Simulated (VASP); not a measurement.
Here is a VASP 6.6.1 calculation.

The input INCAR:

```
SYSTEM = Ti3Al
ALGO = Normal
EDIFF = 1E-6
ENCUT = 520
GGA = PS
ISIF = 2
ISMEAR = 1
LASPH = .TRUE.
LCHARG = .FALSE.
LREAL = .FALSE.
LWAVE = .FALSE.
NBANDS = 28
NELM = 60
PREC = Accurate
SIGMA = 0.15
```

The input KPOINTS:

```
k-points
0
G
  6 6 6
  0 0 0
```

POSCAR

```
Ti3Al
1.0
    0.0000000000      3.1881029295      3.1881029295
    3.1881029295      0.0000000000      3.1881029295
    3.1881029295      3.1881029295      0.0000000000
Ti Al
3 1
Direct
    0.7500000000      0.7500000000      0.7500000000
    0.2500000000      0.2500000000      0.2500000000
    0.0000000000      0.0000000000      0.0000000000
    0.5000000000      0.5000000000      0.5000000000
```

Potentials or basis: VASP PAW PBE potentials, release 64 (Ti_sv, Al).

The run is started by

```bash
$ cat potpaw_PBE.64/Ti_sv/POTCAR potpaw_PBE.64/Al/POTCAR > POTCAR
$ mpirun -np 1 vasp_std > vasp.out
```

(1) Estimate the pressure.

Results:

(1) -0.6 GPa.

Caveat: the PAW data sets were made with another functional, which shifts forces and pressure a little.
